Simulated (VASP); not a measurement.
# Ti2H (P4mm) in VASP: single point with PBEsol

Aim: the single point of Ti2H with PBEsol.

Program: VASP 6.6.1. These are calculated values, not measurements. Logs are shortened: lines on timing, memory, paths and dates and some standing lists are left out, and cuts for length are marked.

**1. The cell of the first run**

The structure is tetragonal, space group P4mm (No. 99). The conventional cell has a = 2.780 Å, b = 2.780 Å, c = 4.704 Å, α = 90.00°, β = 90.00°, γ = 90.00°. Ti (site symmetry 4mm) has 4 H at 1.99 Å within 2.6 Å. Within 2.6 Å of Ti (site symmetry 4mm) lie 1 H at 1.98 Å. Within 2.6 Å of H (site symmetry 4mm) lie 5 Ti at 1.98 to 1.99 Å.

**2. Single point, PBEsol**

INCAR reads:

```
SYSTEM = Ti2H
ALGO = Normal
EDIFF = 1E-7
ENCUT = 520
GGA = PS
ISIF = 2
ISMEAR = 0
LASPH = .TRUE.
LCHARG = .TRUE.
LELF = .TRUE.
LREAL = .FALSE.
LVHAR = .TRUE.
LWAVE = .FALSE.
NBANDS = 20
NELM = 100
PREC = Accurate
SIGMA = 0.1
```

KPOINTS reads:

```
k-points
0
G
  16 16 10
  0 0 0
```

POSCAR reads:

```
Ti2H
1.0
    2.7798311000      0.0000000000      0.0000000000
    0.0000000000      2.7798311000      0.0000000000
    0.0000000000      0.0000000000      4.7043012000
Ti H
2 1
Direct
    0.0000000000      0.0000000000      0.3125440000
    0.5000000000      0.5000000000      0.8324890000
    0.5000000000      0.5000000000      0.2529960000
```

Potentials or basis: VASP PAW PBE potentials, release 64 (Ti_sv, H).

Run with:

```
$ cat potpaw_PBE.64/Ti_sv/POTCAR potpaw_PBE.64/H/POTCAR > POTCAR
$ mpirun -np 1 vasp_std > vasp.out
```

OUTCAR:

```text
SYSTEM = Ti2H
   EDIFF = 1E-7
   ENCUT = 520
   GGA = PS
   ISIF = 2
   ISMEAR = 0
   LASPH = .TRUE.
   LREAL = .FALSE.
   NELM = 100
   PREC = Accurate

 ion  position               nearest neighbor table
   1  0.000  0.000  0.313-
   2  0.500  0.500  0.832-
   3  0.500  0.500  0.253-

  LATTYP: Found a simple tetragonal cell.
 ALAT       =     2.7798311000
 C/A-ratio  =     1.6922974925

  Lattice vectors:

 A1 = (   2.7798311000,   0.0000000000,   0.0000000000)
 A2 = (   0.0000000000,   2.7798311000,   0.0000000000)
 A3 = (   0.0000000000,   0.0000000000,   4.7043012000)

Analysis of symmetry for initial positions (statically):
=====================================================================
 Subroutine PRICEL returns:
 Original cell was already a primitive cell.

 Routine SETGRP: Setting up the symmetry group for a
 simple tetragonal supercell.

 Subroutine GETGRP returns: Found  8 space group operations
 (whereof  8 operations were pure point group operations)
 out of a pool of 16 trial point group operations.

The static configuration has the point symmetry C_4v.

Analysis of symmetry for dynamics (positions and initial velocities):
=====================================================================
 Subroutine PRICEL returns:
 Original cell was already a primitive cell.

 Routine SETGRP: Setting up the symmetry group for a
 simple tetragonal supercell.

 Subroutine GETGRP returns: Found  8 space group operations
 (whereof  8 operations were pure point group operations)
 out of a pool of 16 trial point group operations.

The dynamic configuration has the point symmetry C_4v.

 Subroutine INISYM returns: Found  8 space group operations
 (whereof  8 operations are pure point group operations),
 and found     1 'primitive' translations

----------------------------------------------------------------------------------------

                                     Primitive cell

  volume of cell :      36.3523

  direct lattice vectors                    reciprocal lattice vectors
     2.779831100  0.000000000  0.000000000     0.359734086  0.000000000  0.000000000
     0.000000000  2.779831100  0.000000000     0.000000000  0.359734086  0.000000000
     0.000000000  0.000000000  4.704301200     0.000000000  0.000000000  0.212571423

  length of vectors
     2.779831100  2.779831100  4.704301200     0.359734086  0.359734086  0.212571423

  position of ions in fractional coordinates (direct lattice)
     0.000000000  0.000000000  0.312544000
     0.500000000  0.500000000  0.832489000
     0.500000000  0.500000000  0.252996000

  ion indices of the primitive-cell ions
   primitive index   ion index
                 1           1
                 2           2
                 3           3

----------------------------------------------------------------------------------------

 KPOINTS: k-points

Automatic generation of k-mesh.
 Grid dimensions read from file:
 generate k-points for:   16   16   10

 Generating k-lattice:

  Cartesian coordinates                     Fractional coordinates (reciprocal lattice)
     0.022483380  0.000000000  0.000000000     0.062500000  0.000000000  0.000000000
     0.000000000  0.022483380  0.000000000     0.000000000  0.062500000  0.000000000
     0.000000000  0.000000000  0.021257142     0.000000000  0.000000000  0.100000000

  Length of vectors
     0.022483380  0.022483380  0.021257142

  Shift w.r.t. Gamma in fractional coordinates (k-lattice)
     0.000000000  0.000000000  0.000000000

 Subroutine IBZKPT returns following result:
 ===========================================

 Found    270 irreducible k-points:

 Following reciprocal coordinates:
            Coordinates               Weight
  0.000000  0.000000  0.000000      1.000000
  0.062500  0.000000  0.000000      4.000000
  0.125000  0.000000  0.000000      4.000000
  0.187500  0.000000  0.000000      4.000000
  0.250000  0.000000  0.000000      4.000000
  0.312500  0.000000  0.000000      4.000000
[... 16 lines left out ...]
  0.437500  0.125000  0.000000      8.000000
  0.500000  0.125000  0.000000      4.000000
 [... further k-points ...]
   k-points           NKPTS =    270   k-points in BZ     NKDIM =    270   number of bands    NBANDS=     20
   number of dos      NEDOS =    301   number of ions     NIONS =      3
   total plane-waves  NPLWV =  20736
   dimension x,y,z NGX =    24 NGY =   24 NGZ =   36
   dimension x,y,z NGXF=    48 NGYF=   48 NGZF=   72
   ions per type =               2   1
   NGX,Y,Z   is equivalent  to a cutoff of  14.35, 14.35, 12.72 a.u.
   NGXF,Y,Z  is equivalent  to a cutoff of  28.71, 28.71, 25.44 a.u.
 SYSTEM =  Ti2H
   PREC   = accura    normal or accurate (medium, high low for compatibility)
   ISTART =      0    job   : 0-new  1-cont  2-samecut
   ICHARG =      2    charge: 1-file 2-atom 10-const
   ISPIN  =      1    spin polarized calculation?
   LNONCOLLINEAR =      F non collinear calculations
   LSORBIT =      F    spin-orbit coupling
   LASPH  =      T    aspherical Exc in radial PAW
   ENCUT  =  520.0 eV  38.22 Ry    6.18 a.u.   5.17  5.17  8.75*2*pi/ulx,y,z
   NELM   =    100;   NELMIN=  2; NELMDL= -5     # of ELM steps
   EDIFF  = 0.1E-06   stopping-criterion for ELM
   LREAL  =      F    real-space projection
   EDIFFG = 0.1E-05   stopping-criterion for IOM
   NSW    =      0    number of steps for IOM
   IBRION =     -1    ionic relax: 0-MD 1-quasi-New 2-CG
   NFREE  =      0    steps in history (QN), initial steepest desc. (CG)
   ISIF   =      2    stress and relaxation
   ISYM   =      2    0-nonsym 1-usesym 2-fastsym
   POTIM  = 0.5000    time-step for ionic-motion
   TEBEG  =    0.0;   TEEND  =   0.0 temperature during run
   PSTRESS=    0.0 pullay stress
   NELECT =      25.0000    total number of electrons
   NUPDOWN=      -1.0000    fix difference up-down
   EMIN   =  10.00;   EMAX   =-10.00  energy-range for DOS
   EFERMI =   0.00;   METHOD = LEGACY
   ISMEAR =     0;   SIGMA  =   0.10  broadening in eV -4-tet -1-fermi 0-gaus
   EFERMI_NEDOS =   21; number of points for ismear=-14 and -15
   IALGO  =     38    algorithm
   IMIX   =      4    mixing-type and parameters
     AMIX     =   0.40;   BMIX     =  1.00
     AMIX_MAG =   1.60;   BMIX_MAG =  1.00
  volume/ion in A,a.u.               =      12.12        81.77
  Fermi-wavevector in a.u.,A,eV,Ry     =   1.445032  2.730715 28.410570  2.088118
  Thomas-Fermi vector in A             =   2.563260
   LORBIT       =      0    0 simple, 1 ext, 2 COOP (PROOUT), +10 PAW based schemes
   GGA     = PS    functional components
   LHFCALC =     F    Hartree Fock is set to
   AEXX    =    0.0000 exact exchange contribution
   IVDW    =     0    specifies the selected vdW correction
   LEPSILON=     F    determine dielectric tensor
   LRPA    =     F    only Hartree local field effects (RPA)
 non-spin polarized calculation
 Gauss-broadening in eV      SIGMA  =   0.10
  energy-cutoff  :      520.00
  volume of cell :       36.35
 maximum number of plane-waves:      1005
 NGX is ok and might be reduce to    24
   NGX = 11   NGY = 11   NGZ = 17

 number of electron      24.9999999 magnetization

 Free energy of the ion-electron system (eV)
  ---------------------------------------------------
  ext. energy  EPLUGINS =         0.00000000
  ---------------------------------------------------
  free energy    TOTEN  =       -20.65519742 eV

  energy without entropy =      -20.63466481  energy(sigma->0) =      -20.64493111

 E-fermi :   8.0846     XC(G=0): -11.7279

 val. band max:        8.0841363413   @ k =   0.3750   0.1875   0.2000
 cond. band min:       8.0885124877   @ k =   0.4375   0.1250   0.3000
 fundamental gap:      0.0043761464
 Fermi energy:         8.0845607867

 k-point     1 :       0.0000    0.0000    0.0000
  band No.  band energies     occupation
      1     -48.4188      2.00000
      2     -48.3191      2.00000
      3     -24.9488      2.00000
      4     -24.5109      2.00000
      5     -24.5109      2.00000
      6     -24.4435      2.00000
[... 12 lines left out ...]
     19      11.6918      0.00000
     20      11.6918      0.00000

 k-point     2 :       0.0625    0.0000    0.0000
  band No.  band energies     occupation
      1     -48.4153      2.00000
      2     -48.3172      2.00000
      3     -24.9421      2.00000
      4     -24.5329      2.00000
      5     -24.5079      2.00000
      6     -24.4450      2.00000
[... 12 lines left out ...]
     19      11.6802      0.00000
     20      11.8539      0.00000

 k-point     3 :       0.1250    0.0000    0.0000
  band No.  band energies     occupation
      1     -48.4052      2.00000
      2     -48.3118      2.00000
      3     -24.9227      2.00000
      4     -24.5941      2.00000
      5     -24.4992      2.00000
      6     -24.4817      2.00000
[... 12 lines left out ...]
     19      11.6429      0.00000
     20      12.2836      0.00000

 k-point     4 :       0.1875    0.0000    0.0000
  band No.  band energies     occupation
      1     -48.3898      2.00000
      2     -48.3040      2.00000
      3     -24.8928      2.00000
      4     -24.6838      2.00000
      5     -24.5770      2.00000
      6     -24.4857      2.00000
[... 12 lines left out ...]
     19      11.5762      0.00000
     20      12.8681      0.00000

 k-point     5 :       0.2500    0.0000    0.0000
  band No.  band energies     occupation
      1     -48.3711      2.00000
      2     -48.2952      2.00000
      3     -24.8606      2.00000
      4     -24.7841      2.00000
      5     -24.6855      2.00000
      6     -24.4780      2.00000
[... 12 lines left out ...]
     19      11.4779      0.00000
     20      13.4226      0.00000

 k-point     6 :       0.3125    0.0000    0.0000
  band No.  band energies     occupation
      1     -48.3516      2.00000
      2     -48.2872      2.00000
      3     -24.9039      2.00000
      4     -24.8292      2.00000
      5     -24.7650      2.00000
      6     -24.5007      2.00000
[... 12 lines left out ...]
     19      11.3472      0.00000
     20      13.4615      0.00000

 k-point     7 :       0.3750    0.0000    0.0000
  band No.  band energies     occupation
      1     -48.3339      2.00000
      2     -48.2814      2.00000
      3     -24.9886      2.00000
      4     -24.9008      2.00000
      5     -24.7404      2.00000
      6     -24.5285      2.00000
[... 12 lines left out ...]
     19      11.1852      0.00000
     20      13.1896      0.00000
[... 277 lines left out ...]
 k-point    20 :       0.2500    0.1250    0.0000
  band No.  band energies     occupation
      1     -48.3589      2.00000
      2     -48.2870      2.00000
      3     -24.8402      2.00000
      4     -24.7717      2.00000
      5     -24.6839      2.00000
      6     -24.5487      2.00000
[... 12 lines left out ...]
     19      11.4626      0.00000
     20      13.6587      0.00000

 k-point    21 :       0.3125    0.1250    0.0000
  band No.  band energies     occupation
      1     -48.3400      2.00000
      2     -48.2784      2.00000
      3     -24.8900      2.00000
      4     -24.8188      2.00000
      5     -24.7544      2.00000
      6     -24.5313      2.00000
[... 12 lines left out ...]
     19      11.3384      0.00000
     20      13.7198      0.00000

 k-point    22 :       0.3750    0.1250    0.0000
  band No.  band energies     occupation
      1     -48.3232      2.00000
      2     -48.2720      2.00000
      3     -24.9749      2.00000
      4     -24.8937      2.00000
      5     -24.7272      2.00000
      6     -24.5291      2.00000
[... 12 lines left out ...]
     19      11.1915      0.00000
     20      13.4473      0.00000

 k-point    23 :       0.4375    0.1250    0.0000
  band No.  band energies     occupation
      1     -48.3112      2.00000
      2     -48.2684      2.00000
      3     -25.0327      2.00000
      4     -24.9509      2.00000
      5     -24.6908      2.00000
      6     -24.5518      2.00000
[... 12 lines left out ...]
     19      11.6454      0.00000
     20      13.1007      0.00000

 k-point    24 :       0.5000    0.1250    0.0000
  band No.  band energies     occupation
      1     -48.3067      2.00000
      2     -48.2674      2.00000
      3     -25.0530      2.00000
      4     -24.9711      2.00000
      5     -24.6733      2.00000
      6     -24.5647      2.00000
[... 12 lines left out ...]
     19      11.9309      0.00000
     20      12.8959      0.00000

 [... further k-points ...]

------------------------ aborting loop because EDIFF is reached ----------------------------------------

  FORCE on cell =-STRESS in cart. coord.  units (eV):
  Direction    XX          YY          ZZ          XY          YZ          ZX
  --------------------------------------------------------------------------------------
  -------------------------------------------------------------------------------------
  Total       -1.0696094     -1.0696094     -0.9699096      0.0000000      0.0000000     -0.0000000
  in kB      -47.1415482    -47.1415482    -42.7474195      0.0000000      0.0000000     -0.0000000
  external PRESSURE =     -45.6768386 kB  Pullay stress =       0.0000000 kB

 VOLUME and BASIS-vectors are now :
 -----------------------------------------------------------------------------
  energy-cutoff  :      520.00
  volume of cell :       36.35
      direct lattice vectors                 reciprocal lattice vectors
     2.779831100  0.000000000  0.000000000     0.359734086  0.000000000  0.000000000
     0.000000000  2.779831100  0.000000000     0.000000000  0.359734086  0.000000000
     0.000000000  0.000000000  4.704301200     0.000000000  0.000000000  0.212571423

 POSITION                                       TOTAL-FORCE (eV/Angst)
 -----------------------------------------------------------------------------------
      0.00000      0.00000      1.47030         0.000000      0.000000     -0.038095
      1.38992      1.38992      3.91628         0.000000     -0.000000      0.045042
      1.38992      1.38992      1.19017         0.000000      0.000000     -0.006947
 -----------------------------------------------------------------------------------
    total drift:                                0.000000     -0.000000      0.000056

  FREE ENERGIE OF THE ION-ELECTRON SYSTEM (eV)
  ---------------------------------------------------
  free  energy   TOTEN  =       -20.6551974181 eV

  energy  without entropy=      -20.6346648073  energy(sigma->0) =      -20.64493111
```

It took 2 min on 1 thread of Intel Xeon Platinum 8488C (Sapphire Rapids), shared host; peak memory 0.29 GiB.

Results:

- Free energy: -20.6552 eV
- Pressure: -4.6 GPa
- Largest force: 0.045 eV/Å
- Band gap on the k mesh: zero (an odd number of electrons rules out a gap without spin polarisation)

Forces on the atoms (eV/Å):
```
Ti   0.000  0.000 -0.038
Ti   0.000  0.000  0.045
H    0.000  0.000 -0.007
```

Stress tensor (GPa, compression positive):
```
-4.71  0.00  0.00
 0.00 -4.71  0.00
 0.00  0.00 -4.27
```

Caveat: the cell stands under tension; the PAW data sets were made with another functional, which shifts forces and pressure a little.
